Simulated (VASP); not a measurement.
Write the native input for VASP 6.6.1 that does the following.

| Quantity | Value |
| --- | --- |
| Task | single point |
| Functional | PBE |
| Potentials or basis | VASP PAW PBE potentials, release 64 (Sn_d, Cl) |
| Cutoff | 520 eV |
| k mesh | 10 × 10 × 10 |
| Occupations | gaussian, width 0.1 eV |
| Spin | no spin polarisation |
| Dipole correction | no |
| Further INCAR settings | ALGO = Normal; EDIFF = 1e-07; NBANDS = 26 |

The structure of SnCl3 lies in POSCAR:

```
SnCl3
1.0
    5.2213432564      0.0000000000      0.0000000000
    0.0000000000      5.2213432564      0.0000000000
    0.0000000000      0.0000000000      5.2213432564
Sn Cl
1 3
Direct
    0.5000000000      0.5000000000      0.5000000000
    0.0000000000      0.5000000000      0.5000000000
    0.5000000000      0.0000000000      0.5000000000
    0.5000000000      0.5000000000      0.0000000000
```

The cell was generated, and may not be a known phase.

These files were run (other wordings do the same):

INCAR

```
SYSTEM = SnCl3
ALGO = Normal ; EDIFF = 1E-7
ENCUT = 520 ; GGA = PE
ISIF = 2 ; ISMEAR = 0
LASPH = .TRUE. ; LCHARG = .FALSE.
LREAL = .FALSE. ; LWAVE = .FALSE.
NBANDS = 26 ; NELM = 80
PREC = Accurate ; SIGMA = 0.1
```

KPOINTS

```
k-points
0
G
  10 10 10
  0 0 0
```

Potentials or basis: VASP PAW PBE potentials, release 64 (Sn_d, Cl).

The run is started by

```console
$ cat potpaw_PBE.64/Sn_d/POTCAR potpaw_PBE.64/Cl/POTCAR > POTCAR
$ mpirun -np 1 vasp_std > vasp.out
```

Results of the run:

```json
{
 "Pressure": "-0.1 GPa",
 "Band gap on the k mesh": "zero (an odd number of electrons rules out a gap without spin polarisation)"
}
```

Caveat: spin-orbit coupling is left out, which moves the levels of the heavy elements; an odd number of electrons without spin polarisation forces a metal; a magnetic or distorted state may lie lower.

Wall time 4.9 min on 1 thread of Intel Xeon 8259CL, with other jobs on the host, peak memory 0.34 GiB.
